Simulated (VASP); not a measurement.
# Bi2Te3 (R-3m) in VASP: settings compared

Bi2Te3 is run at these levels: PBE, LDA, TB-mBJ; tasks: band structure.

All numbers are computed with VASP 6.6.1; they aren't measurements. Logs are shortened: lines on timing, memory, paths and dates and some standing lists are left out, and cuts for length are marked.

### Step 1. The cell of the first run

Symmetry: R-3m, No. 166, trigonal system. Conventional cell: a = 4.383 Å, b = 4.383 Å, c = 30.252 Å, α = 90.00°, β = 90.00°, γ = 120.00°. Within 4.0 Å of Bi (site symmetry 3m) lie 6 Te at 3.06 to 3.24 Å. Within 4.6 Å of Te (site symmetry -3m) lie 6 Bi at 3.24 Å and 12 Te at 4.38 to 4.52 Å. Within 4.0 Å of Te (site symmetry 3m) lie 3 Bi at 3.06 Å and 3 Te at 3.63 Å.

### Step 2. Band structure, PBE

File INCAR:

```
ALGO     = Normal         # electronic algorithm
EDIFF    = 1E-6           # SCF threshold, eV
ENCUT    = 520            # plane-wave cutoff, eV
GGA      = PE             # functional
ISIF     = 2              # what is computed and relaxed
ISMEAR   = 0              # smearing method
KPAR     = 4            
LASPH    = T              # aspherical terms in the spheres
LCHARG   = F              # write CHGCAR
LREAL    = F              # projectors in reciprocal space
LWAVE    = F              # write WAVECAR
NELM     = 80             # most SCF steps
PREC     = Accurate       # precision mode
SIGMA    = 0.03           # smearing width, eV
```

File KPOINTS:

```
k-points
0
Gamma
  4 4 4
```

File POSCAR:

```
Bi2Te3                                  
1.0
    2.1913939429      1.2652018828     10.0838518278
   -2.1913939429      1.2652018828     10.0838518278
    0.0000000000     -2.5304037657     10.0838518278
  Bi              Te            
     2     3
Direct
     0.3999745826766343    0.3999745826766343    0.3999745826766343
     0.6000254173233657    0.6000254173233657    0.6000254173233657
     0.0000000000000000    0.0000000000000000    0.0000000000000000
     0.2096369416397152    0.2096369416397152    0.2096369416397152
     0.7903630583602848    0.7903630583602848    0.7903630583602848
```

File KPOINTS_OPT:

```
explicit points
8
Reciprocal
 0.0000000000  0.0000000000  0.0000000000 1
 0.8229916075  0.5000000000  0.1770083925 1
 0.5000000000  0.1770083925 -0.1770083925 1
 0.5000000000  0.5000000000  0.0000000000 1
 0.5000000000  0.0000000000  0.0000000000 1
 0.8229916075  0.3385041962  0.3385041962 1
 0.6614958038  0.6614958038  0.1770083925 1
 0.6614958038  0.3385041962  0.0000000000 1
```

Potentials or basis: VASP PAW PBE potentials, release 64 (Bi_d, Te).

Launch:

```bash
cat potpaw_PBE.64/Bi_d/POTCAR potpaw_PBE.64/Te/POTCAR > POTCAR
mpirun -np 4 vasp_std > vasp.out
```

OUTCAR:

```text
EDIFF = 1E-6
   ENCUT = 520
   GGA = PE
   ISIF = 2
   ISMEAR = 0
   LASPH = T
   LREAL = F
   NELM = 80
   PREC = Accurate

 ion  position               nearest neighbor table
   1  0.400  0.400  0.400-   5 3.06   5 3.06   5 3.06   3 3.24   3 3.24   3 3.24
   2  0.600  0.600  0.600-   4 3.06   4 3.06   4 3.06   3 3.24   3 3.24   3 3.24
   3  0.000  0.000  0.000-   2 3.24   1 3.24   2 3.24   2 3.24   1 3.24   1 3.24
   4  0.210  0.210  0.210-   2 3.06   2 3.06   2 3.06   5 3.63   5 3.63   5 3.63
   5  0.790  0.790  0.790-   1 3.06   1 3.06   1 3.06   4 3.63   4 3.63   4 3.63

  LATTYP: Found a trigonal (rhomboedric) cell.
 ALAT       =    10.3964903166
 COS(alpha) =     0.9111418223

  Lattice vectors:

 A1 = (   2.1913939429,   1.2652018828,  10.0838518278)
 A2 = (  -2.1913939429,   1.2652018828,  10.0838518278)
 A3 = (   0.0000000000,  -2.5304037657,  10.0838518278)

Analysis of symmetry for initial positions (statically):
=====================================================================
 Subroutine PRICEL returns:
 Original cell was already a primitive cell.

 Routine SETGRP: Setting up the symmetry group for a
 trigonal (rhombohedral) supercell.

 Subroutine GETGRP returns: Found 12 space group operations
 (whereof 12 operations were pure point group operations)
 out of a pool of 12 trial point group operations.

The static configuration has the point symmetry D_3d.

Analysis of symmetry for dynamics (positions and initial velocities):
=====================================================================
 Subroutine PRICEL returns:
 Original cell was already a primitive cell.

 Routine SETGRP: Setting up the symmetry group for a
 trigonal (rhombohedral) supercell.

 Subroutine GETGRP returns: Found 12 space group operations
 (whereof 12 operations were pure point group operations)
 out of a pool of 12 trial point group operations.

The dynamic configuration has the point symmetry D_3d.

 Subroutine INISYM returns: Found 12 space group operations
 (whereof 12 operations are pure point group operations),
 and found     1 'primitive' translations

----------------------------------------------------------------------------------------

                                     Primitive cell

  volume of cell :     167.7482

  direct lattice vectors                    reciprocal lattice vectors
     2.191393943  1.265201883 10.083851828     0.228165274  0.131731283  0.033056151
    -2.191393943  1.265201883 10.083851828    -0.228165274  0.131731283  0.033056151
     0.000000000 -2.530403766 10.083851828     0.000000000 -0.263462565  0.033056151

  length of vectors
    10.396490317 10.396490317 10.396490317     0.265528214  0.265528214  0.265528214

  position of ions in fractional coordinates (direct lattice)
     0.399974583  0.399974583  0.399974583
     0.600025417  0.600025417  0.600025417
     0.000000000  0.000000000  0.000000000
     0.209636942  0.209636942  0.209636942
     0.790363058  0.790363058  0.790363058

  ion indices of the primitive-cell ions
   primitive index   ion index
                 1           1
                 2           2
                 3           3
                 4           4
                 5           5

----------------------------------------------------------------------------------------

 KPOINTS: k-points

Automatic generation of k-mesh.
 Grid dimensions read from file:
 generate k-points for:    4    4    4

 Generating k-lattice:

  Cartesian coordinates                     Fractional coordinates (reciprocal lattice)
     0.057041319  0.032932821  0.008264038     0.250000000  0.000000000  0.000000000
    -0.057041319  0.032932821  0.008264038     0.000000000  0.250000000  0.000000000
     0.000000000 -0.065865641  0.008264038     0.000000000  0.000000000  0.250000000

  Length of vectors
     0.066382053  0.066382053  0.066382053

  Shift w.r.t. Gamma in fractional coordinates (k-lattice)
     0.000000000  0.000000000  0.000000000

 Subroutine IBZKPT returns following result:
 ===========================================

 Found     13 irreducible k-points:

 Following reciprocal coordinates:
            Coordinates               Weight
  0.000000  0.000000  0.000000      1.000000
  0.250000  0.000000  0.000000      6.000000
  0.500000  0.000000  0.000000      3.000000
  0.250000  0.250000  0.000000      6.000000
  0.500000  0.250000  0.000000     12.000000
 -0.250000  0.250000  0.000000      6.000000
  0.500000  0.500000  0.000000      3.000000
  0.250000  0.250000  0.250000      2.000000
  0.500000  0.250000  0.250000      6.000000
 -0.250000  0.250000  0.250000      6.000000
  0.500000  0.500000  0.250000      6.000000
 -0.250000  0.500000  0.250000      6.000000
  0.500000  0.500000  0.500000      1.000000
   k-points           NKPTS =     13   k-points in BZ     NKDIM =     13   number of bands    NBANDS=     28
   number of dos      NEDOS =    301   number of ions     NIONS =      5
   total plane-waves  NPLWV = 512000
   dimension x,y,z NGX =    80 NGY =   80 NGZ =   80
   dimension x,y,z NGXF=   160 NGYF=  160 NGZF=  160
   ions per type =               2   3
   NGX,Y,Z   is equivalent  to a cutoff of  12.79, 12.79, 12.79 a.u.
   NGXF,Y,Z  is equivalent  to a cutoff of  25.58, 25.58, 25.58 a.u.
 SYSTEM =  unknown system
   PREC   = accura    normal or accurate (medium, high low for compatibility)
   ISTART =      0    job   : 0-new  1-cont  2-samecut
   ICHARG =      2    charge: 1-file 2-atom 10-const
   ISPIN  =      1    spin polarized calculation?
   LNONCOLLINEAR =      F non collinear calculations
   LSORBIT =      F    spin-orbit coupling
   LASPH  =      T    aspherical Exc in radial PAW
   ENCUT  =  520.0 eV  38.22 Ry    6.18 a.u.  19.33 19.33 19.33*2*pi/ulx,y,z
   NELM   =     80;   NELMIN=  2; NELMDL= -5     # of ELM steps
   EDIFF  = 0.1E-05   stopping-criterion for ELM
   LREAL  =      F    real-space projection
   EDIFFG = 0.1E-04   stopping-criterion for IOM
   NSW    =      0    number of steps for IOM
   IBRION =     -1    ionic relax: 0-MD 1-quasi-New 2-CG
   NFREE  =      0    steps in history (QN), initial steepest desc. (CG)
   ISIF   =      2    stress and relaxation
   ISYM   =      2    0-nonsym 1-usesym 2-fastsym
   POTIM  = 0.5000    time-step for ionic-motion
   TEBEG  =    0.0;   TEEND  =   0.0 temperature during run
   PSTRESS=    0.0 pullay stress
   NELECT =      48.0000    total number of electrons
   NUPDOWN=      -1.0000    fix difference up-down
   EMIN   =  10.00;   EMAX   =-10.00  energy-range for DOS
   EFERMI =   0.00;   METHOD = LEGACY
   ISMEAR =     0;   SIGMA  =   0.03  broadening in eV -4-tet -1-fermi 0-gaus
   EFERMI_NEDOS =   21; number of points for ismear=-14 and -15
   IALGO  =     38    algorithm
   IMIX   =      4    mixing-type and parameters
     AMIX     =   0.40;   BMIX     =  1.00
     AMIX_MAG =   1.60;   BMIX_MAG =  1.00
  volume/ion in A,a.u.               =      33.55       226.40
  Fermi-wavevector in a.u.,A,eV,Ry     =   1.078788  2.038613 15.834222  1.163783
  Thomas-Fermi vector in A             =   2.214735
   LORBIT       =      0    0 simple, 1 ext, 2 COOP (PROOUT), +10 PAW based schemes
   GGA     = PE    functional components
   LHFCALC =     F    Hartree Fock is set to
   AEXX    =    0.0000 exact exchange contribution
   IVDW    =     0    specifies the selected vdW correction
   LEPSILON=     F    determine dielectric tensor
   LRPA    =     F    only Hartree local field effects (RPA)
 non-spin polarized calculation
 Gauss-broadening in eV      SIGMA  =   0.03
  energy-cutoff  :      520.00
  volume of cell :      167.75
 maximum number of plane-waves:      4526
 NGX is ok and might be reduce to    80
   NGX = 39   NGY = 39   NGZ = 39

 number of electron      48.0000007 magnetization

 Free energy of the ion-electron system (eV)
  ---------------------------------------------------
  ext. energy  EPLUGINS =         0.00000000
  ---------------------------------------------------
  free energy    TOTEN  =       -18.31661046 eV

  energy without entropy =      -18.31661046  energy(sigma->0) =      -18.31661046

 E-fermi :   6.4674     XC(G=0):  -9.3711

 val. band max:        6.3331092615   @ k =   0.0000   0.0000   0.0000
 cond. band min:       6.5914332698   @ k =   0.0000   0.0000   0.0000
 fundamental gap:      0.2583240083
 Fermi energy:         6.4674151505

 k-point     1 :       0.0000    0.0000    0.0000
  band No.  band energies     occupation
      1     -16.8860      2.00000
      2     -16.8860      2.00000
      3     -16.8845      2.00000
      4     -16.8845      2.00000
      5     -16.8734      2.00000
      6     -16.8720      2.00000
[... 20 lines left out ...]
     27       6.9564      0.00000
     28       8.2724      0.00000

 k-point     2 :       0.2500    0.0000    0.0000
  band No.  band energies     occupation
      1     -16.8904      2.00000
      2     -16.8883      2.00000
      3     -16.8807      2.00000
      4     -16.8792      2.00000
      5     -16.8746      2.00000
      6     -16.8725      2.00000
[... 20 lines left out ...]
     27       7.8056      0.00000
     28       8.8438      0.00000

 k-point     3 :       0.5000    0.0000    0.0000
  band No.  band energies     occupation
      1     -16.8959      2.00000
      2     -16.8930      2.00000
      3     -16.8787      2.00000
      4     -16.8774      2.00000
      5     -16.8760      2.00000
      6     -16.8751      2.00000
[... 20 lines left out ...]
     27       9.1091      0.00000
     28       9.1634      0.00000

 k-point     4 :       0.2500    0.2500    0.0000
  band No.  band energies     occupation
      1     -16.8904      2.00000
      2     -16.8883      2.00000
      3     -16.8807      2.00000
      4     -16.8792      2.00000
      5     -16.8746      2.00000
      6     -16.8726      2.00000
[... 237 lines left out ...]
     27       8.6472      0.00000
     28       8.9298      0.00000

 k-point    12 :      -0.2500    0.5000    0.2500
  band No.  band energies     occupation
      1     -16.8904      2.00000
      2     -16.8892      2.00000
      3     -16.8821      2.00000
      4     -16.8797      2.00000
      5     -16.8733      2.00000
      6     -16.8733      2.00000
[... 20 lines left out ...]
     27       8.4986      0.00000
     28       9.1878      0.00000

 k-point    13 :       0.5000    0.5000    0.5000
  band No.  band energies     occupation
      1     -16.8860      2.00000
      2     -16.8860      2.00000
      3     -16.8845      2.00000
      4     -16.8845      2.00000
      5     -16.8733      2.00000
      6     -16.8721      2.00000
[... 20 lines left out ...]
     27       7.4525      0.00000
     28       7.9795      0.00000

------------------------ aborting loop because EDIFF is reached ----------------------------------------

  FORCE on cell =-STRESS in cart. coord.  units (eV):
  Direction    XX          YY          ZZ          XY          YZ          ZX
  --------------------------------------------------------------------------------------
  -------------------------------------------------------------------------------------
  Total        2.5426701      2.5426701      2.5570740      0.0000000     -0.0000000     -0.0000000
  in kB       24.2852513     24.2852513     24.4228248      0.0000000     -0.0000000     -0.0000000
  external PRESSURE =      24.3311091 kB  Pullay stress =       0.0000000 kB

 VOLUME and BASIS-vectors are now :
 -----------------------------------------------------------------------------
  energy-cutoff  :      520.00
  volume of cell :      167.75
      direct lattice vectors                 reciprocal lattice vectors
     2.191393943  1.265201883 10.083851828     0.228165274  0.131731283  0.033056151
    -2.191393943  1.265201883 10.083851828    -0.228165274  0.131731283  0.033056151
     0.000000000 -2.530403766 10.083851828     0.000000000 -0.263462565  0.033056151

 POSITION                                       TOTAL-FORCE (eV/Angst)
 -----------------------------------------------------------------------------------
      0.00000     -0.00000     12.09985         0.000000      0.000000     -0.037375
      0.00000     -0.00000     18.15170         0.000000     -0.000000      0.037375
      0.00000      0.00000      0.00000        -0.000000     -0.000000     -0.000000
      0.00000     -0.00000      6.34184         0.000000      0.000000     -0.046989
      0.00000     -0.00000     23.90971         0.000000     -0.000000      0.046989
 -----------------------------------------------------------------------------------
    total drift:                               -0.000000     -0.000000      0.000000

  FREE ENERGIE OF THE ION-ELECTRON SYSTEM (eV)
  ---------------------------------------------------
  free  energy   TOTEN  =       -18.3166104569 eV

  energy  without entropy=      -18.3166104569  energy(sigma->0) =      -18.31661046
```

Wall time 97 s (4 MPI ranks of AMD EPYC 9R45 (Zen 5), shared host); peak memory 0.93 GiB.

Results:

```
Free energy             : -18.3166 eV
Pressure                : 2.4 GPa
Largest force           : 0.047 eV/Å
Band gap on the k mesh  : 0.26 eV
Band gap along the path : 0.26 eV
```

Forces on the atoms (eV/Å):
```
Bi   0.000  0.000 -0.037
Bi   0.000  0.000  0.037
Te   0.000  0.000  0.000
Te   0.000  0.000 -0.047
Te   0.000  0.000  0.047
```

Levels at points of the mesh, in eV from the valence-band top:
```csv
k point,band 20,band 21,band 22,band 23,band 24,band 25,band 26,band 27,band 28
"(0.00, 0.00, 0.00)",-1.76,-1.76,-0.91,-0.91,0.00,0.26,0.62,0.62,1.94
"(0.50, 0.00, 0.00)",-3.22,-2.97,-2.42,-0.93,-0.51,0.57,1.07,2.78,2.83
"(0.50, 0.50, 0.00)",-2.41,-2.02,-1.82,-1.58,-0.93,0.90,1.50,2.08,2.69
"(0.50, 0.50, 0.50)",-1.47,-1.47,-1.20,-1.20,-0.42,0.80,1.12,1.12,1.65
```

Caveat: spin-orbit coupling is left out, which moves the levels of the heavy elements.

### Step 3. Band structure, PBE

File INCAR:

```
ALGO = Fast
EDIFF = 1E-6
ENCUT = 520
GGA = PE
ISIF = 2
ISMEAR = 0
KPAR = 2
LASPH = T
LCHARG = F
LREAL = F
LWAVE = F
NELM = 80
PREC = Accurate
SIGMA = 0.03
```

File KPOINTS:

```
k-points
0
Gamma
  7 7 7
```

File POSCAR:

```
Bi2Te3                                  
1.0
    2.1913939420      1.2652018823     10.0838518317
   -2.1913939420      1.2652018823     10.0838518317
    0.0000000000     -2.5304037647     10.0838518317
  Bi              Te            
     2     3
Direct
     0.3999745827345507    0.3999745827345507    0.3999745827345507
     0.6000254172654493    0.6000254172654493    0.6000254172654493
     0.0000000000000000    0.0000000000000000    0.0000000000000000
     0.2096369416903485    0.2096369416903485    0.2096369416903485
     0.7903630583096515    0.7903630583096515    0.7903630583096515
```

File KPOINTS_OPT:

```
explicit points
213
Reciprocal
 0.0000000000  0.0000000000  0.0000000000 1
 0.0357142857  0.0000000000  0.0000000000 1
 0.0714285714  0.0000000000  0.0000000000 1
 0.1071428571  0.0000000000  0.0000000000 1
 0.1428571429  0.0000000000  0.0000000000 1
 0.1785714286  0.0000000000  0.0000000000 1
[... 205 lines left out ...]
 0.8796186700  0.3951312600  0.3951312600 1
 0.7663645400  0.2818771300  0.2818771300 1
```

Potentials or basis: VASP PAW PBE potentials, release 64 (Bi_d, Te).

Launch:

```bash
cat potpaw_PBE.64/Bi_d/POTCAR potpaw_PBE.64/Te/POTCAR > POTCAR
mpirun -np 2 vasp_std > vasp.out
```

Run time: 25 min. Hardware: 2 MPI ranks of Intel Xeon 6975P-C (Granite Rapids), shared host; peak memory 1 GiB.

It converged, with:

```
Free energy             : -18.3136 eV
Pressure                : 2.5 GPa
Largest force           : 0.069 eV/Å
Band gap on the k mesh  : 0.25 eV
Band gap along the path : 0.25 eV
```

Forces in eV/Å, atoms in the order of the input:
```
Bi   0.000  0.000 -0.011
Bi   0.000  0.000  0.011
Te   0.000  0.000  0.000
Te   0.000  0.000 -0.069
Te   0.000  0.000  0.069
```

Stress tensor (GPa, compression positive):
```
2.46 0.00 0.00
0.00 2.46 0.00
0.00 0.00 2.55
```

Levels at the corners of the path, in eV from the valence-band top:
```csv
point,band 21,band 22,band 23,band 24,band 25,band 26,band 27,band 28
Γ,-1.76,-0.91,-0.91,0.00,0.25,0.62,0.62,1.94
L,-2.97,-2.42,-0.94,-0.51,0.57,1.06,2.78,2.83
L,-2.97,-2.42,-0.94,-0.51,0.57,1.06,2.78,2.83
B1,-2.58,-1.96,-0.97,-0.76,1.25,1.48,2.57,3.29
B,-2.58,-1.96,-0.97,-0.76,1.25,1.48,2.57,3.29
Z,-1.47,-1.21,-1.21,-0.42,0.80,1.12,1.12,1.64
Z,-1.47,-1.21,-1.21,-0.42,0.80,1.12,1.12,1.64
Γ,-1.76,-0.91,-0.91,0.00,0.25,0.62,0.62,1.94
Γ,-1.76,-0.91,-0.91,0.00,0.25,0.62,0.62,1.94
X,-3.00,-1.63,-1.39,-0.64,1.12,2.05,2.10,3.69
Q,-3.00,-1.63,-1.39,-0.64,1.12,2.05,2.10,3.69
F,-2.02,-1.82,-1.59,-0.93,0.90,1.50,2.08,2.68
F,-2.02,-1.82,-1.59,-0.93,0.90,1.50,2.08,2.68
P1,-2.48,-1.39,-1.33,-1.22,1.23,1.30,1.71,2.60
P1,-2.48,-1.39,-1.33,-1.22,1.23,1.30,1.71,2.60
Z,-1.47,-1.21,-1.21,-0.42,0.80,1.12,1.12,1.64
L,-2.97,-2.42,-0.94,-0.51,0.57,1.06,2.78,2.83
P,-2.48,-1.39,-1.33,-1.22,1.23,1.30,1.71,2.60
```

Caveat: spin-orbit coupling is left out, which moves the levels of the heavy elements.

(Continued in part 2 of 2.)
